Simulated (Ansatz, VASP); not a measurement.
## One calculation of Al, two programs

```
CELL_PARAMETERS angstrom
2.81478 0.00000 0.00000
-1.40739 2.43767 0.00000
0.00000 0.00000 10.57260
ATOMIC_POSITIONS crystal
Al 0.00000 0.00000 0.00000
Al 0.33333 0.66667 0.25000
Al 0.00000 0.00000 0.50000
Al 0.66667 0.33333 0.75000
```

Alike in both runs: task single point; functional PBE; dispersion D3(BJ); k mesh 18 × 18 × 4; occupations gaussian, width 0.15 eV; no spin polarisation.

```csv
,VASP,Ansatz
version,VASP 6.6.1,Ansatz 0.2.0
potentials or method,"VASP PAW PBE potentials, release 64 (Al), cutoff 500 eV","scalar-relativistic, plane waves, PAW"
valence electrons in the cell,12,12
```

```tsv
	VASP	Ansatz	Ansatz less VASP
gap on the k mesh at the Fermi level (eV)	none	none	-
pressure (GPa)	-6.9	-6.9	+0.02
traceless stress, the component that is largest in VASP (GPa)	-3.77	-3.79	-0.025
```

A gap of «none» marks a metal or a gap that the smearing closes.
